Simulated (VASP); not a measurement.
Set up this calculation in VASP 6.6.1, as the native input.

- Task: single point
- Functional: r2SCAN
- Dispersion: D3(BJ)
- Potentials or basis: VASP PAW PBE potentials, release 64 (O, C, S)
- Cutoff: 520 eV
- k mesh: 1 × 1 × 1
- Occupations: fermi-dirac, width 0.02 eV
- Spin: no spin polarisation
- Dipole correction: no
- Further INCAR settings: LREAL = Auto; ALGO = Normal; EDIFF = 1e-06; NBANDS = 101

System: CSO.

```xyz
30
Lattice="10.2567 0.0000 0.0000 0.0000 10.2567 0.0000 0.0000 0.0000 10.2567" Properties=species:S:1:pos:R:3 pbc="T T T"
O     4.7811    3.2112    0.1596
O     1.3419    0.4532    3.4848
O     9.4553    5.2801    5.9314
O     0.3913    8.2020    7.2852
O     8.1355    9.5965    8.7265
O     7.1672    2.8551    5.3434
O     6.1324    5.9714    5.3392
O     7.4436    9.8394    3.0868
O     2.0050    3.5852   -1.1021
O     3.2638    0.9986   10.1334
C     4.9530    3.1308    1.3057
C     2.0367   -0.4391    3.1693
C     9.2498    5.2848    7.0799
C     1.3322    7.8665    7.8875
C     7.0475    9.6660    9.1573
C     6.5858    2.6908    6.3054
C     5.8960    7.0853    5.4560
C     8.1233    8.9330    3.2684
C     1.8400    3.9929   -0.0449
C     2.1522    0.7341    9.8740
S     5.3401    3.1393    2.8243
S     2.7534   -1.8079    2.8310
S     9.0290    5.5497    8.6334
S     2.4614    7.2509    8.8352
S     5.4504    9.7568    9.3249
S     5.8832    2.3720    7.6532
S     5.5044    8.5410    5.7982
S     8.9583    7.6942    3.6657
S     1.4692    4.5417    1.3112
S     0.6262    0.3401    9.8579
```

The input as run:

POSCAR

```
CSO
1.0
   10.2566880000      0.0000000000      0.0000000000
    0.0000000000     10.2566880000      0.0000000000
    0.0000000000      0.0000000000     10.2566880000
O C S
10 10 10
Direct
    0.4661446268      0.3130835217      0.0155605786
    0.1308317071      0.0441858034      0.3397587993
    0.9218667858      0.5147958093      0.5782958397
    0.0381507169      0.7996733448      0.7102877654
    0.7931897704      0.9356334130      0.8508107100
    0.6987830770      0.2783647119      0.5209673922
    0.5978928091      0.5821957341      0.5205579033
    0.7257313472      0.9593155217      0.3009548501
    0.1954822063      0.3495475343     -0.1074518402
    0.3182118828      0.0973608635      0.9879797455
    0.4829044229      0.3052447340      0.1273023027
    0.1985728726     -0.0428110907      0.3089983823
    0.9018310784      0.5152540469      0.6902715574
    0.1298859827      0.7669629806      0.7690104252
    0.6871126430      0.9424094796      0.8928125726
    0.6420981120      0.2623458957      0.6147598523
    0.5748444332      0.6907980432      0.5319455949
    0.7920003026      0.8709439148      0.3186603707
    0.1793951420      0.3892972078     -0.0043776315
    0.2098338177      0.0715728118      0.9626889304
    0.5206456509      0.3060734615      0.2753617932
    0.2684492304     -0.1762654767      0.2760150255
    0.8803036614      0.5410810975      0.8417337059
    0.2399800013      0.7069436060      0.8614086731
    0.5313996097      0.9512622398      0.9091531301
    0.5735964670      0.2312637374      0.7461667938
    0.5366644671      0.8327249498      0.5653091914
    0.8734105980      0.7501641856      0.3573960717
    0.1432431210      0.4428037589      0.1278385381
    0.0610528467      0.0331588521      0.9611192229
```

INCAR.step1

```
PREC = Accurate ; ENCUT = 520
ISMEAR = -1 ; SIGMA = 0.02
LREAL = Auto ; LASPH = T
NELM = 60 ; NBANDS = 101
GGA = PE ; ALGO = Normal
EDIFF = 1E-4 ; LWAVE = T
LCHARG = F
```

INCAR.step2

```
PREC = Accurate ; ENCUT = 520
EDIFF = 1E-6 ; ISMEAR = -1
SIGMA = 0.02 ; LREAL = Auto
LASPH = T ; NELM = 60
ALGO = Normal ; ISIF = 2
LWAVE = F ; LCHARG = T
METAGGA = R2SCAN ; LMIXTAU = T
IVDW = 12 ; VDW_S6 = 1.0
VDW_S8 = 0.78981345 ; VDW_A1 = 0.49484001
VDW_A2 = 5.73083694 ; LELF = T
LVHAR = T ; NBANDS = 101
ISTART = 1
```

KPOINTS

```
regular mesh
0
Gamma
  1 1 1
```

Potentials or basis: VASP PAW PBE potentials, release 64 (O, C, S).

Command:

```console
$ cat potpaw_PBE.64/O/POTCAR potpaw_PBE.64/C/POTCAR potpaw_PBE.64/S/POTCAR > POTCAR
$ cp INCAR.step1 INCAR
$ mpirun -np 1 vasp_gam > vasp.out
$ cp INCAR.step2 INCAR
$ mpirun -np 1 vasp_gam > vasp.out
```

It gave:

```yaml
Pressure: 0.1 GPa
Largest_force: 3.599 eV/Å
Dispersion_energy_per_atom: -0.031 eV
```

Caveat: the k points lie up to 0.61 Å⁻¹ apart; the PAW data sets were made with another functional, which shifts forces and pressure a little.

Wall time 13 min on 1 thread of Intel(R) Xeon(R) Platinum 8259CL CPU @ 2.50GHz (Skylake/Cascade Lake) (shared host), peak memory 1.1 GiB.
